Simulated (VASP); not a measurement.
Set up this calculation in VASP 6.6.1, as the native input.

| Quantity | Value |
| --- | --- |
| Task | single point |
| Functional | PBEsol |
| Potentials or basis | VASP PAW PBE potentials, release 64 (Ge_d) |
| Cutoff | 520 eV |
| k mesh | 7 × 7 × 7 |
| Occupations | fermi-dirac, width 0.05 eV |
| Spin | no spin polarisation |
| Dipole correction | no |
| Further INCAR settings | ALGO = Normal; EDIFF = 1e-06; NBANDS = 36 |

The structure of Ge lies in POSCAR:

```
Ge
1.0
    0.0000000000      2.8335662053      4.9061505384
    2.5795114324      0.0000000000      4.9061505384
    2.5795114324      2.8335662053      0.0000000000
Ge
4
Direct
    0.7271890532      0.2728109468      0.7271890532
    0.2728109468      0.7271890532      0.2728109468
    0.2248015788      0.2248015788      0.7751984212
    0.7751984212      0.7751984212      0.2248015788
```

These files were run (other wordings do the same):

INCAR

```
ALGO = Normal ; EDIFF = 1E-6
ENCUT = 520 ; GGA = PS
ISIF = 2 ; ISMEAR = -1
LASPH = True ; LCHARG = False
LREAL = False ; LWAVE = False
NBANDS = 36 ; NELM = 80
PREC = Accurate ; SIGMA = 0.05
```

KPOINTS

```
k-points
0
Gamma
  7 7 7
```

Potentials or basis: VASP PAW PBE potentials, release 64 (Ge_d).

Run with:

```console
$ cat potpaw_PBE.64/Ge_d/POTCAR > POTCAR
$ mpirun -np 1 vasp_std > vasp.out
```

Results of the run:

- Pressure: 1.8 GPa
- Band gap on the k mesh: zero (band 28 reaches 8.12 eV, above the bottom of band 29 at 5.11 eV)

Caveat: the PAW data sets were made with another functional, which shifts forces and pressure a little.

Run time: 99 s on 1 thread of Intel(R) Xeon(R) 6975P-C (Granite Rapids), on a shared host, peak memory 0.28 GiB.
